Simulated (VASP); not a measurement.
# BAs (F-43m) in VASP: a series of runs

BAs is run at these levels: PBEsol; tasks: single point.

Everything below comes from runs of VASP 6.6.1. Logs are shortened: lines on timing, memory, paths and dates and some standing lists are left out, and cuts for length are marked.

### 1 The cell of the first run

The structure is cubic, space group F-43m (No. 216). Conventional cell: a = 4.768 Å, b = 4.768 Å, c = 4.768 Å, α = 90.00°, β = 90.00°, γ = 90.00°. Within 2.7 Å of B (site symmetry -43m) lie 4 As at 2.06 Å. Within 2.7 Å of As (site symmetry -43m) lie 4 B at 2.06 Å.

### 2 Single point, PBEsol

INCAR

```
ALGO     = Normal         # electronic algorithm
EDIFF    = 1E-7           # SCF threshold, eV
ENCUT    = 520            # plane-wave cutoff, eV
GGA      = PS             # functional
ISIF     = 2              # what is computed and relaxed
ISMEAR   = 0              # smearing method
LASPH    = T              # aspherical terms in the spheres
LCHARG   = F              # write CHGCAR
LREAL    = F              # projectors in reciprocal space
LWAVE    = F              # write WAVECAR
NBANDS   = 11             # bands
NELM     = 80             # most SCF steps
PREC     = Accurate       # precision mode
SIGMA    = 0.02           # smearing width, eV
```

KPOINTS

```
k-points
0
Gamma
  10 10 10
```

POSCAR

```
BAs
1.0
    0.0000000000      2.3839378997      2.3839378997
    2.3839378997      0.0000000000      2.3839378997
    2.3839378997      2.3839378997      0.0000000000
B As
1 1
Direct
    0.0000000000      0.0000000000      0.0000000000
    0.7500000000      0.7500000000      0.7500000000
```

Potentials or basis: VASP PAW PBE potentials, release 64 (B, As).

Run with:

```bash
cat potpaw_PBE.64/B/POTCAR potpaw_PBE.64/As/POTCAR > POTCAR
mpirun -np 1 vasp_std > vasp.out
```

OUTCAR:

```text
EDIFF = 1E-7
   ENCUT = 520
   GGA = PS
   ISIF = 2
   ISMEAR = 0
   LASPH = T
   LREAL = F
   NELM = 80
   PREC = Accurate

 ion  position               nearest neighbor table
   1  0.000  0.000  0.000-   2 2.06   2 2.06   2 2.06   2 2.06
   2  0.750  0.750  0.750-   1 2.06   1 2.06   1 2.06   1 2.06

  LATTYP: Found a face centered cubic cell.
 ALAT       =     4.7678757994

  Lattice vectors:

 A1 = (   0.0000000000,   2.3839378997,   2.3839378997)
 A2 = (   2.3839378997,   0.0000000000,   2.3839378997)
 A3 = (   2.3839378997,   2.3839378997,   0.0000000000)

Analysis of symmetry for initial positions (statically):
=====================================================================
 Subroutine PRICEL returns:
 Original cell was already a primitive cell.

 Routine SETGRP: Setting up the symmetry group for a
 face centered cubic supercell.

 Subroutine GETGRP returns: Found 24 space group operations
 (whereof 24 operations were pure point group operations)
 out of a pool of 48 trial point group operations.

The static configuration has the point symmetry T_d .

Analysis of symmetry for dynamics (positions and initial velocities):
=====================================================================
 Subroutine PRICEL returns:
 Original cell was already a primitive cell.

 Routine SETGRP: Setting up the symmetry group for a
 face centered cubic supercell.

 Subroutine GETGRP returns: Found 24 space group operations
 (whereof 24 operations were pure point group operations)
 out of a pool of 48 trial point group operations.

The dynamic configuration has the point symmetry T_d .

 Subroutine INISYM returns: Found 24 space group operations
 (whereof 24 operations are pure point group operations),
 and found     1 'primitive' translations

----------------------------------------------------------------------------------------

                                     Primitive cell

  volume of cell :      27.0966

  direct lattice vectors                    reciprocal lattice vectors
     0.000000000  2.383937900  2.383937900    -0.209737007  0.209737007  0.209737007
     2.383937900  0.000000000  2.383937900     0.209737007 -0.209737007  0.209737007
     2.383937900  2.383937900  0.000000000     0.209737007  0.209737007 -0.209737007

  length of vectors
     3.371397310  3.371397310  3.371397310     0.363275152  0.363275152  0.363275152

  position of ions in fractional coordinates (direct lattice)
     0.000000000  0.000000000  0.000000000
     0.750000000  0.750000000  0.750000000
[... 80 lines left out ...]
   NSW    =      0    number of steps for IOM
   IBRION =     -1    ionic relax: 0-MD 1-quasi-New 2-CG
   NFREE  =      0    steps in history (QN), initial steepest desc. (CG)
   ISIF   =      2    stress and relaxation
   ISYM   =      2    0-nonsym 1-usesym 2-fastsym
   POTIM  = 0.5000    time-step for ionic-motion
   TEBEG  =    0.0;   TEEND  =   0.0 temperature during run
   PSTRESS=    0.0 pullay stress
   NELECT =       8.0000    total number of electrons
   NUPDOWN=      -1.0000    fix difference up-down
   EMIN   =  10.00;   EMAX   =-10.00  energy-range for DOS
   EFERMI =   0.00;   METHOD = LEGACY
   ISMEAR =     0;   SIGMA  =   0.02  broadening in eV -4-tet -1-fermi 0-gaus
   EFERMI_NEDOS =   21; number of points for ismear=-14 and -15
   IALGO  =     38    algorithm
   IMIX   =      4    mixing-type and parameters
     AMIX     =   0.40;   BMIX     =  1.00
     AMIX_MAG =   1.60;   BMIX_MAG =  1.00
  volume/ion in A,a.u.               =      13.55        91.43
  Fermi-wavevector in a.u.,A,eV,Ry     =   1.090101  2.059991 16.168064  1.188319
  Thomas-Fermi vector in A             =   2.226318
   LORBIT       =      0    0 simple, 1 ext, 2 COOP (PROOUT), +10 PAW based schemes
   GGA     = PS    functional components
   LHFCALC =     F    Hartree Fock is set to
   AEXX    =    0.0000 exact exchange contribution
   IVDW    =     0    specifies the selected vdW correction
   LEPSILON=     F    determine dielectric tensor
   LRPA    =     F    only Hartree local field effects (RPA)
 non-spin polarized calculation
 Gauss-broadening in eV      SIGMA  =   0.02
  energy-cutoff  :      520.00
  volume of cell :       27.10
 maximum number of plane-waves:       745
 NGX is ok and might be reduce to    28
   NGX = 13   NGY = 13   NGZ = 13

 number of electron       8.0000000 magnetization

 Free energy of the ion-electron system (eV)
  ---------------------------------------------------
  ext. energy  EPLUGINS =         0.00000000
  ---------------------------------------------------
  free energy    TOTEN  =       -12.20338396 eV

  energy without entropy =      -12.20338396  energy(sigma->0) =      -12.20338396

 E-fermi :   6.2827     XC(G=0): -10.7554

 val. band max:        6.1073135167   @ k =   0.0000   0.0000   0.0000
 cond. band min:       7.1776001145   @ k =   0.4000   0.4000   0.0000
 fundamental gap:      1.0702865978
 Fermi energy:         6.2827428259

 k-point     1 :       0.0000    0.0000    0.0000
  band No.  band energies     occupation
      1      -9.3823      2.00000
      2       6.1073      2.00000
      3       6.1073      2.00000
      4       6.1073      2.00000
      5       9.3544      0.00000
      6       9.3544      0.00000
      7       9.3544      0.00000
      8      10.8620      0.00000
      9      15.4822      0.00000
     10      19.0617      0.00000
     11      19.0617      0.00000
[... 309 lines left out ...]
 k-point    24 :       0.4000    0.3000    0.0000
  band No.  band energies     occupation
      1      -6.7166      2.00000
      2      -0.3689      2.00000
      3       2.0737      2.00000
      4       2.5772      2.00000
      5       7.7109      0.00000
      6       9.4010      0.00000
      7      14.9504      0.00000
      8      15.1860      0.00000
      9      18.1458      0.00000
     10      21.8648      0.00000
     11      21.9877      0.00000

 [... further k-points ...]
[... 5 lines left out ...]
  --------------------------------------------------------------------------------------
  -------------------------------------------------------------------------------------
  Total        0.1485103      0.1485103      0.1485103     -0.0000000      0.0000000      0.0000000
  in kB        8.7811687      8.7811687      8.7811687     -0.0000000      0.0000000      0.0000000
  external PRESSURE =       8.7811687 kB  Pullay stress =       0.0000000 kB

 VOLUME and BASIS-vectors are now :
 -----------------------------------------------------------------------------
  energy-cutoff  :      520.00
  volume of cell :       27.10
      direct lattice vectors                 reciprocal lattice vectors
     0.000000000  2.383937900  2.383937900    -0.209737007  0.209737007  0.209737007
     2.383937900  0.000000000  2.383937900     0.209737007 -0.209737007  0.209737007
     2.383937900  2.383937900  0.000000000     0.209737007  0.209737007 -0.209737007

 POSITION                                       TOTAL-FORCE (eV/Angst)
 -----------------------------------------------------------------------------------
      0.00000      0.00000      0.00000        -0.000000     -0.000000     -0.000000
      3.57591      3.57591      3.57591         0.000000      0.000000      0.000000
 -----------------------------------------------------------------------------------
    total drift:                                0.000000      0.000000      0.000000

  FREE ENERGIE OF THE ION-ELECTRON SYSTEM (eV)
  ---------------------------------------------------
  free  energy   TOTEN  =       -12.2033839626 eV

  energy  without entropy=      -12.2033839626  energy(sigma->0) =      -12.20338396
```

Run time: 8.1 s. Hardware: 1 thread of Intel Xeon 6975P-C (Granite Rapids), shared host; peak memory 0.16 GiB.

What came out:

```yaml
Free_energy: -12.2034 eV
Pressure: 0.9 GPa
Band_gap_on_the_k_mesh: 1.07 eV, indirect (least direct gap 3.25 eV)
```

Levels at points of the mesh, in eV from the valence-band top:
| k point | band 1 | band 2 | band 3 | band 4 | band 5 | band 6 | band 7 | band 8 |
| --- | --- | --- | --- | --- | --- | --- | --- | --- |
| (0.00, 0.00, 0.00) | -15.49 | 0.00 | 0.00 | 0.00 | 3.25 | 3.25 | 3.25 | 4.75 |
| (0.50, 0.00, 0.00) | -12.58 | -8.88 | -1.84 | -1.84 | 2.69 | 4.73 | 4.73 | 8.72 |
| (0.50, 0.50, 0.00) | -11.27 | -8.57 | -4.13 | -4.13 | 1.31 | 1.33 | 11.40 | 11.40 |

Caveat: the PAW data sets were made with another functional, which shifts forces and pressure a little. A k mesh can miss the band edges.

### 3 Single point, PBEsol (volume scaled by 1.02)

INCAR

```
SYSTEM = BAs
PREC = Accurate
ENCUT = 520
EDIFF = 1E-7
ISMEAR = 0
SIGMA = 0.01
LREAL = .FALSE.
LASPH = .TRUE.
NELM = 60
ALGO = Normal
ISIF = 2
LWAVE = .FALSE.
LCHARG = .TRUE.
GGA = PS
LELF = .TRUE.
LVHAR = .TRUE.
NBANDS = 11
```

KPOINTS

```
Automatic mesh
0
G
  10 10 10
  0 0 0
```

POSCAR

```
BAs
1.0
    0.0000000000      2.3997260280      2.3997260280
    2.3997260280      0.0000000000      2.3997260280
    2.3997260280      2.3997260280      0.0000000000
B As
1 1
Direct
    0.0000000000      0.0000000000      0.0000000000
    0.7500000000      0.7500000000      0.7500000000
```

Potentials or basis: VASP PAW PBE potentials, release 64 (B, As).

Run with:

```bash
cat potpaw_PBE.64/B/POTCAR potpaw_PBE.64/As/POTCAR > POTCAR
mpirun -np 1 vasp_std > vasp.out
```

Wall time 9.3 s (1 thread of Intel Xeon 6975P-C (Granite Rapids), shared host); peak memory 0.16 GiB.

The run converged. Its results:

- Free energy: -12.2018 eV
- Pressure: -1.9 GPa
- Band gap on the k mesh: 1.09 eV, indirect (least direct gap 3.22 eV)

Levels at points of the mesh, in eV from the valence-band top:
```
           k point  band 2  band 3  band 4  band 5  band 6  band 7
(0.00, 0.00, 0.00)    0.00    0.00    0.00    3.22    3.22    3.22
(0.50, 0.00, 0.00)   -8.73   -1.81   -1.81    2.57    4.71    4.71
(0.50, 0.50, 0.00)   -8.45   -4.05   -4.05    1.33    1.36   11.21
```

Caveat: the cell differs from its parent crystal (volume scaled by 1.02); the PAW data sets were made with another functional, which shifts forces and pressure a little.

### 4 Single point, PBEsol

This run uses another cell than the first one, of 10.80 Å³/atom, 0.797 times its volume.

INCAR

```
ALGO     = Normal         # electronic algorithm
EDIFF    = 1E-6           # SCF threshold, eV
ENCUT    = 500            # plane-wave cutoff, eV
GGA      = PS             # functional
GGA_COMPAT= False        
ISIF     = 2              # what is computed and relaxed
ISMEAR   = 0              # smearing method
LASPH    = True           # aspherical terms in the spheres
LCHARG   = False          # write CHGCAR
LREAL    = False          # projectors in reciprocal space
LWAVE    = False          # write WAVECAR
NBANDS   = 11             # bands
NELM     = 120            # most SCF steps
PREC     = Accurate       # precision mode
SIGMA    = 0.01           # smearing width, eV
```

KPOINTS

```
k-points
0
Gamma
  10 10 10
```

POSCAR

```
BAs
1.0
    0.0000000000      2.2106058675      2.2106058675
    2.2106058675      0.0000000000      2.2106058675
    2.2106058675      2.2106058675      0.0000000000
B As
1 1
Direct
    0.0000000000      0.0000000000      0.0000000000
    0.7500000000      0.7500000000      0.7500000000
```

Potentials or basis: VASP PAW PBE potentials, release 64 (B, As).

Run with:

```bash
cat potpaw_PBE.64/B/POTCAR potpaw_PBE.64/As/POTCAR > POTCAR
mpirun -np 1 vasp_std > vasp.out
```

OUTCAR:

```text
EDIFF = 1E-6
   ENCUT = 500
   GGA = PS
   ISIF = 2
   ISMEAR = 0
   LASPH = True
   LREAL = False
   NELM = 120
   PREC = Accurate

 ion  position               nearest neighbor table
   1  0.000  0.000  0.000-   2 1.91   2 1.91   2 1.91   2 1.91
   2  0.750  0.750  0.750-   1 1.91   1 1.91   1 1.91   1 1.91

  LATTYP: Found a face centered cubic cell.
 ALAT       =     4.4212117350

  Lattice vectors:

 A1 = (   0.0000000000,   2.2106058675,   2.2106058675)
 A2 = (   2.2106058675,   0.0000000000,   2.2106058675)
[... 512 lines left out ...]
      6      12.1314      0.00000
      7      19.4884      0.00000
      8      19.5070      0.00000
      9      23.0175      0.00000
     10      26.3662      0.00000
     11      27.8142      0.00000

 [... further k-points ...]
[... 5 lines left out ...]
  --------------------------------------------------------------------------------------
  -------------------------------------------------------------------------------------
  Total        7.0610086      7.0610086      7.0610086     -0.0000000     -0.0000000      0.0000000
  in kB      523.6165569    523.6165569    523.6165569     -0.0000000     -0.0000000      0.0000000
  external PRESSURE =     523.6165569 kB  Pullay stress =       0.0000000 kB

 VOLUME and BASIS-vectors are now :
 -----------------------------------------------------------------------------
  energy-cutoff  :      500.00
  volume of cell :       21.61
      direct lattice vectors                 reciprocal lattice vectors
     0.000000000  2.210605867  2.210605867    -0.226182336  0.226182336  0.226182336
     2.210605867  0.000000000  2.210605867     0.226182336 -0.226182336  0.226182336
     2.210605867  2.210605867  0.000000000     0.226182336  0.226182336 -0.226182336

 POSITION                                       TOTAL-FORCE (eV/Angst)
 -----------------------------------------------------------------------------------
      0.00000      0.00000      0.00000         0.000000      0.000000      0.000000
      3.31591      3.31591      3.31591        -0.000000     -0.000000     -0.000000
 -----------------------------------------------------------------------------------
    total drift:                                0.000000      0.000000     -0.000000

  FREE ENERGIE OF THE ION-ELECTRON SYSTEM (eV)
  ---------------------------------------------------
  free  energy   TOTEN  =       -11.4408097069 eV

  energy  without entropy=      -11.4408097069  energy(sigma->0) =      -11.44080971
```

Wall time 11 s (1 thread of Intel Xeon 8259CL, shared host); peak memory 0.14 GiB.

Results:

- Free energy: -11.4408 eV
- Pressure: 52.4 GPa
- Band gap on the k mesh: 0.83 eV, indirect (least direct gap 3.59 eV)

Caveat: the PAW data sets were made with another functional, which shifts forces and pressure a little. A k mesh can miss the band edges.

(Continued in part 2 of 2.)
